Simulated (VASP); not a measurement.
# Si3Ni (Fm-3m) in VASP: further runs

Runs on Si3Ni. Level: PBE. Tasks: single point, relaxation of cell and atoms.

Everything below comes from runs of VASP 6.6.1. Logs are shortened: lines on timing, memory, paths and dates and some standing lists are left out, and cuts for length are marked.

## Step 1: The cell of the first run

It takes space group Fm-3m (No. 225, cubic). The conventional cell has a = 5.985 Å, b = 5.985 Å, c = 5.985 Å, α = 90.00°, β = 90.00°, γ = 90.00°. Within 3.4 Å of Si (site symmetry -43m) lie 10 Si at 2.59 to 2.99 Å and 4 Ni at 2.59 Å. Within 3.4 Å of Si (site symmetry m-3m) lie 8 Si at 2.59 Å and 6 Ni at 2.99 Å. Ni (site symmetry m-3m) has 14 Si at 2.59 to 2.99 Å within 3.4 Å.

## Step 2: Single point, PBE

The input, INCAR:

```
SYSTEM = Si3Ni
  PREC = Accurate
  ENCUT = 520
  EDIFF = 1E-7
  ISMEAR = 0
  SIGMA = 0.1
  LREAL = .FALSE.
  LASPH = .TRUE.
  NELM = 80
  ALGO = Normal
  ISIF = 2
  LWAVE = .FALSE.
  LCHARG = .TRUE.
  GGA = PE
  LELF = .TRUE.
  LVHAR = .TRUE.
  NBANDS = 19
```

The input, KPOINTS:

```
Automatic mesh
0
G
  6 6 6
  0 0 0
```

The input, POSCAR:

```
Si3Ni
1.0
    0.0000000000      2.9925674746      2.9925674746
    2.9925674746      0.0000000000      2.9925674746
    2.9925674746      2.9925674746      0.0000000000
Si Ni
3 1
Direct
    0.2500000000      0.2500000000      0.2500000000
    0.7500000000      0.7500000000      0.7500000000
    0.5000000000      0.5000000000      0.5000000000
    0.0000000000      0.0000000000      0.0000000000
```

Potentials or basis: VASP PAW PBE potentials, release 64 (Si, Ni).

Launch:

```sh
$ cat potpaw_PBE.64/Si/POTCAR potpaw_PBE.64/Ni/POTCAR > POTCAR
$ mpirun -np 1 vasp_std > vasp.out
```

OUTCAR:

```text
SYSTEM = Si3Ni
   PREC = Accurate
   ENCUT = 520
   EDIFF = 1E-7
   ISMEAR = 0
   LREAL = .FALSE.
   LASPH = .TRUE.
   NELM = 80
   ISIF = 2
   GGA = PE

 ion  position               nearest neighbor table
   1  0.250  0.250  0.250-   3 2.59   4 2.59   4 2.59   4 2.59   4 2.59   3 2.59   3 2.59   3 2.59
                             2 2.99   2 2.99   2 2.99   2 2.99   2 2.99   2 2.99
   2  0.750  0.750  0.750-   3 2.59   4 2.59   3 2.59   3 2.59   3 2.59   4 2.59   4 2.59   4 2.59
                             1 2.99   1 2.99   1 2.99   1 2.99   1 2.99   1 2.99
   3  0.500  0.500  0.500-   1 2.59   2 2.59   1 2.59   1 2.59   1 2.59   2 2.59   2 2.59   2 2.59
                             4 2.99   4 2.99   4 2.99   4 2.99   4 2.99   4 2.99
   4  0.000  0.000  0.000-   1 2.59   2 2.59   2 2.59   2 2.59   2 2.59   1 2.59   1 2.59   1 2.59
                             3 2.99   3 2.99   3 2.99   3 2.99   3 2.99   3 2.99

  LATTYP: Found a face centered cubic cell.
 ALAT       =     5.9851349492

  Lattice vectors:

 A1 = (   0.0000000000,   2.9925674746,   2.9925674746)
 A2 = (   2.9925674746,   0.0000000000,   2.9925674746)
 A3 = (   2.9925674746,   2.9925674746,   0.0000000000)

Analysis of symmetry for initial positions (statically):
=====================================================================
 Subroutine PRICEL returns:
 Original cell was already a primitive cell.

 Routine SETGRP: Setting up the symmetry group for a
 face centered cubic supercell.

 Subroutine GETGRP returns: Found 48 space group operations
 (whereof 48 operations were pure point group operations)
 out of a pool of 48 trial point group operations.

The static configuration has the point symmetry O_h .

Analysis of symmetry for dynamics (positions and initial velocities):
=====================================================================
 Subroutine PRICEL returns:
 Original cell was already a primitive cell.

 Routine SETGRP: Setting up the symmetry group for a
 face centered cubic supercell.

 Subroutine GETGRP returns: Found 48 space group operations
 (whereof 48 operations were pure point group operations)
 out of a pool of 48 trial point group operations.

The dynamic configuration has the point symmetry O_h .

 Subroutine INISYM returns: Found 48 space group operations
 (whereof 48 operations are pure point group operations),
 and found     1 'primitive' translations

----------------------------------------------------------------------------------------

                                     Primitive cell

  volume of cell :      53.5996

  direct lattice vectors                    reciprocal lattice vectors
     0.000000000  2.992567475  2.992567475    -0.167080610  0.167080610  0.167080610
     2.992567475  0.000000000  2.992567475     0.167080610 -0.167080610  0.167080610
     2.992567475  2.992567475  0.000000000     0.167080610  0.167080610 -0.167080610

  length of vectors
     4.232129509  4.232129509  4.232129509     0.289392106  0.289392106  0.289392106

  position of ions in fractional coordinates (direct lattice)
     0.250000000  0.250000000  0.250000000
     0.750000000  0.750000000  0.750000000
     0.500000000  0.500000000  0.500000000
     0.000000000  0.000000000  0.000000000

  ion indices of the primitive-cell ions
   primitive index   ion index
                 1           1
                 2           2
                 3           3
                 4           4

----------------------------------------------------------------------------------------

 KPOINTS: Automatic mesh

Automatic generation of k-mesh.
 Grid dimensions read from file:
 generate k-points for:    6    6    6

 Generating k-lattice:

  Cartesian coordinates                     Fractional coordinates (reciprocal lattice)
    -0.027846768  0.027846768  0.027846768     0.166666667  0.000000000  0.000000000
     0.027846768 -0.027846768  0.027846768     0.000000000  0.166666667  0.000000000
     0.027846768  0.027846768 -0.027846768     0.000000000  0.000000000  0.166666667

  Length of vectors
     0.048232018  0.048232018  0.048232018

  Shift w.r.t. Gamma in fractional coordinates (k-lattice)
     0.000000000  0.000000000  0.000000000

 Subroutine IBZKPT returns following result:
 ===========================================

 Found     16 irreducible k-points:

 Following reciprocal coordinates:
            Coordinates               Weight
  0.000000  0.000000  0.000000      1.000000
  0.166667  0.000000  0.000000      8.000000
  0.333333  0.000000  0.000000      8.000000
  0.500000  0.000000  0.000000      4.000000
  0.166667  0.166667  0.000000      6.000000
  0.333333  0.166667  0.000000     24.000000
[... 8 lines left out ...]
 -0.333333  0.333333  0.166667     24.000000
 -0.333333  0.500000  0.166667     12.000000
   k-points           NKPTS =     16   k-points in BZ     NKDIM =     16   number of bands    NBANDS=     19
   number of dos      NEDOS =    301   number of ions     NIONS =      4
   total plane-waves  NPLWV =  32768
   dimension x,y,z NGX =    32 NGY =   32 NGZ =   32
   dimension x,y,z NGXF=    64 NGYF=   64 NGZF=   64
   ions per type =               3   1
   NGX,Y,Z   is equivalent  to a cutoff of  12.57, 12.57, 12.57 a.u.
   NGXF,Y,Z  is equivalent  to a cutoff of  25.14, 25.14, 25.14 a.u.
 SYSTEM =  Si3Ni
   PREC   = accura    normal or accurate (medium, high low for compatibility)
   ISTART =      0    job   : 0-new  1-cont  2-samecut
   ICHARG =      2    charge: 1-file 2-atom 10-const
   ISPIN  =      1    spin polarized calculation?
   LNONCOLLINEAR =      F non collinear calculations
   LSORBIT =      F    spin-orbit coupling
   LASPH  =      T    aspherical Exc in radial PAW
   ENCUT  =  520.0 eV  38.22 Ry    6.18 a.u.   7.87  7.87  7.87*2*pi/ulx,y,z
   NELM   =     80;   NELMIN=  2; NELMDL= -5     # of ELM steps
   EDIFF  = 0.1E-06   stopping-criterion for ELM
   LREAL  =      F    real-space projection
   EDIFFG = 0.1E-05   stopping-criterion for IOM
   NSW    =      0    number of steps for IOM
   IBRION =     -1    ionic relax: 0-MD 1-quasi-New 2-CG
   NFREE  =      0    steps in history (QN), initial steepest desc. (CG)
   ISIF   =      2    stress and relaxation
   ISYM   =      2    0-nonsym 1-usesym 2-fastsym
   POTIM  = 0.5000    time-step for ionic-motion
   TEBEG  =    0.0;   TEEND  =   0.0 temperature during run
   PSTRESS=    0.0 pullay stress
   NELECT =      22.0000    total number of electrons
   NUPDOWN=      -1.0000    fix difference up-down
   EMIN   =  10.00;   EMAX   =-10.00  energy-range for DOS
   EFERMI =   0.00;   METHOD = LEGACY
   ISMEAR =     0;   SIGMA  =   0.10  broadening in eV -4-tet -1-fermi 0-gaus
   EFERMI_NEDOS =   21; number of points for ismear=-14 and -15
   IALGO  =     38    algorithm
   IMIX   =      4    mixing-type and parameters
     AMIX     =   0.40;   BMIX     =  1.00
     AMIX_MAG =   1.60;   BMIX_MAG =  1.00
  volume/ion in A,a.u.               =      13.40        90.43
  Fermi-wavevector in a.u.,A,eV,Ry     =   1.216639  2.299115 20.139490  1.480211
  Thomas-Fermi vector in A             =   2.351986
   LORBIT       =      0    0 simple, 1 ext, 2 COOP (PROOUT), +10 PAW based schemes
   GGA     = PE    functional components
   LHFCALC =     F    Hartree Fock is set to
   AEXX    =    0.0000 exact exchange contribution
   IVDW    =     0    specifies the selected vdW correction
   LEPSILON=     F    determine dielectric tensor
   LRPA    =     F    only Hartree local field effects (RPA)
 non-spin polarized calculation
 Gauss-broadening in eV      SIGMA  =   0.10
  energy-cutoff  :      520.00
  volume of cell :       53.60
 maximum number of plane-waves:      1459
   NGX = 15   NGY = 15   NGZ = 15

 number of electron      22.0000003 magnetization

 Free energy of the ion-electron system (eV)
  ---------------------------------------------------
  ext. energy  EPLUGINS =         0.00000000
  ---------------------------------------------------
  free energy    TOTEN  =       -20.61189484 eV

  energy without entropy =      -20.59454050  energy(sigma->0) =      -20.60321767

 E-fermi :  10.3496     XC(G=0): -11.6579

 val. band max:       10.1551914361   @ k =  -0.3333   0.3333   0.1667
 cond. band min:      10.3502235934   @ k =   0.1667   0.0000   0.0000
 fundamental gap:      0.1950321573
 Fermi energy:        10.3495830230

 k-point     1 :       0.0000    0.0000    0.0000
  band No.  band energies     occupation
      1      -3.6822      2.00000
      2       6.0615      2.00000
      3       6.0615      2.00000
      4       6.0615      2.00000
      5       7.2680      2.00000
      6       7.8610      2.00000
[... 11 lines left out ...]
     18      14.8982      0.00000
     19      14.8982      0.00000

 k-point     2 :       0.1667    0.0000    0.0000
  band No.  band energies     occupation
      1      -3.3498      2.00000
      2       4.1266      2.00000
      3       5.9607      2.00000
      4       5.9607      2.00000
      5       6.9939      2.00000
      6       7.3806      2.00000
[... 11 lines left out ...]
     18      16.4910      0.00000
     19      16.4910      0.00000

 k-point     3 :       0.3333    0.0000    0.0000
  band No.  band energies     occupation
      1      -2.3732      2.00000
      2       1.5742      2.00000
      3       5.6962      2.00000
      4       5.6962      2.00000
      5       6.4212      2.00000
      6       7.4336      2.00000
[... 11 lines left out ...]
     18      18.5028      0.00000
     19      19.0748      0.00000

 k-point     4 :       0.5000    0.0000    0.0000
  band No.  band energies     occupation
      1      -1.1499      2.00000
      2      -0.2131      2.00000
      3       5.5611      2.00000
      4       5.5611      2.00000
      5       6.3564      2.00000
      6       7.5120      2.00000
[... 231 lines left out ...]
     18      17.8719      0.00000
     19      18.3984      0.00000

 k-point    15 :      -0.3333    0.3333    0.1667
  band No.  band energies     occupation
      1      -0.3140      2.00000
      2       0.5133      2.00000
      3       2.1943      2.00000
      4       3.8064      2.00000
      5       6.8915      2.00000
      6       7.2920      2.00000
[... 11 lines left out ...]
     18      18.9142      0.00000
     19      19.4919      0.00000

 k-point    16 :      -0.3333    0.5000    0.1667
  band No.  band energies     occupation
      1       0.4470      2.00000
      2       0.4665      2.00000
      3       1.6306      2.00000
      4       3.2841      2.00000
      5       6.2294      2.00000
      6       7.7522      2.00000
[... 11 lines left out ...]
     18      19.0904      0.00000
     19      19.3200      0.00000

------------------------ aborting loop because EDIFF is reached ----------------------------------------

  FORCE on cell =-STRESS in cart. coord.  units (eV):
  Direction    XX          YY          ZZ          XY          YZ          ZX
  --------------------------------------------------------------------------------------
  -------------------------------------------------------------------------------------
  Total        0.1233705      0.1233705      0.1233705      0.0000000     -0.0000000      0.0000000
  in kB        3.6877392      3.6877392      3.6877392      0.0000000     -0.0000000      0.0000000
  external PRESSURE =       3.6877392 kB  Pullay stress =       0.0000000 kB

 VOLUME and BASIS-vectors are now :
 -----------------------------------------------------------------------------
  energy-cutoff  :      520.00
  volume of cell :       53.60
      direct lattice vectors                 reciprocal lattice vectors
     0.000000000  2.992567475  2.992567475    -0.167080610  0.167080610  0.167080610
     2.992567475  0.000000000  2.992567475     0.167080610 -0.167080610  0.167080610
     2.992567475  2.992567475  0.000000000     0.167080610  0.167080610 -0.167080610

 POSITION                                       TOTAL-FORCE (eV/Angst)
 -----------------------------------------------------------------------------------
      1.49628      1.49628      1.49628         0.000000      0.000000      0.000000
      4.48885      4.48885      4.48885        -0.000000     -0.000000     -0.000000
      2.99257      2.99257      2.99257         0.000000     -0.000000     -0.000000
      0.00000      0.00000      0.00000         0.000000     -0.000000     -0.000000
 -----------------------------------------------------------------------------------
    total drift:                                0.000000     -0.000000      0.000000

  FREE ENERGIE OF THE ION-ELECTRON SYSTEM (eV)
  ---------------------------------------------------
  free  energy   TOTEN  =       -20.6118948427 eV

  energy  without entropy=      -20.5945404992  energy(sigma->0) =      -20.60321767
```

Wall time 12 s (1 thread of Intel Xeon Platinum 8488C (Sapphire Rapids), shared host); peak memory 0.17 GiB.

What came out:

| Quantity | Value |
| --- | --- |
| Free energy | -20.6119 eV |
| Pressure | 0.4 GPa |
| Band gap on the k mesh | zero (band 11 reaches 11.34 eV, above the bottom of band 12 at 9.75 eV) |

Levels at points of the mesh, in eV from the Fermi level:
```
           k point  band 7  band 8  band 9  band 10  band 11  band 12  band 13  band 14  band 15  band 16
(0.00, 0.00, 0.00)   -2.49   -2.13   -2.13    -2.13    -0.76     0.31     0.31     0.31     1.85     1.85
(0.50, 0.00, 0.00)   -2.35   -2.35   -2.33    -2.33    -0.58    -0.58     0.57     4.76     5.25     5.26
(0.50, 0.50, 0.00)   -2.37   -2.37   -2.13    -1.42    -0.86     4.08     4.08     5.21     5.21     5.83
```

Spin polarisation is off, so any magnetic state and its effect on volume and gap are missing.

## Step 3: Relaxation of cell and atoms, PBE

This run uses another cell than the first one, of 12.49 Å³/atom, 0.932 times its volume.

The input, INCAR:

```
SYSTEM = Si3Ni
PREC = Accurate ; ENCUT = 600
EDIFF = 1E-7 ; ISMEAR = 0
SIGMA = 0.1 ; LREAL = .False.
LASPH = .True. ; NELM = 60
ALGO = Normal ; ISIF = 3
LWAVE = .False. ; LCHARG = .False.
GGA = PE ; IBRION = 2
NSW = 100 ; EDIFFG = -0.05
```

The input, KPOINTS:

```
regular mesh
0
Gamma
  6 6 6
  0 0 0
```

The input, POSCAR:

```
Si3Ni
1.0
    0.0000000000      2.9229053813      2.9229053813
    2.9229053813      0.0000000000      2.9229053813
    2.9229053813      2.9229053813      0.0000000000
Si Ni
3 1
Direct
    0.2500000000      0.2500000000      0.2500000000
    0.7500000000      0.7500000000      0.7500000000
    0.5000000000      0.5000000000      0.5000000000
    0.0000000000      0.0000000000      0.0000000000
```

Potentials or basis: VASP PAW PBE potentials, release 64 (Si, Ni).

Launch:

```sh
$ cat potpaw_PBE.64/Si/POTCAR potpaw_PBE.64/Ni/POTCAR > POTCAR
$ mpirun -np 1 vasp_std > vasp.out
```

It took 38 s on 1 thread of Intel Xeon Platinum 8488C (Sapphire Rapids), shared host; peak memory 0.21 GiB.

The run converged. Its results:

| Property | Result |
| --- | --- |
| Free energy | -20.6114 eV |
| Relaxed volume | 13.44 Å³/atom |
| Relaxed cell | a = 4.237 Å, b = 4.237 Å, c = 4.237 Å, α = 60.00°, β = 60.00°, γ = 60.00° |
| Space group after relaxing (to 0.05 Å) | Fm-3m (No. 225) |
| Energy gained by relaxing | 27.8 meV/atom |
| Ionic steps | 3 |
| Pressure after relaxing | -0.1 GPa |
| Band gap on the k mesh | zero (band 11 reaches 11.28 eV, above the bottom of band 12 at 9.71 eV) |

Step by step:
```tsv
step	energy change (eV)	largest force (eV/Å)	pressure (GPa)	volume (Å³)
1	0.0000	0.0000	9.91	49.94
2	-0.0876	0.0000	-3.66	55.73
3	-0.1113	0.0000	-0.06	53.78
```

Final structure:
```
Si Ni
1.0
     0.00000    2.99590    2.99590
     2.99590    0.00000    2.99590
     2.99590    2.99590    0.00000
Si Ni
3 1
Direct
  0.25000 0.25000 0.25000
  0.75000 0.75000 0.75000
  0.50000 0.50000 0.50000
  0.00000 0.00000 0.00000
```

Levels at points of the mesh, in eV from the Fermi level:
```
           k point  band 8  band 9  band 10  band 11  band 12  band 13  band 14  band 15
(0.00, 0.00, 0.00)   -2.12   -2.12    -2.12    -0.78     0.31     0.31     0.31     1.85
(0.50, 0.00, 0.00)   -2.34   -2.32    -2.32    -0.58    -0.58     0.56     4.74     5.26
(0.50, 0.50, 0.00)   -2.36   -2.11    -1.42    -0.86     4.07     4.07     5.20     5.20
```
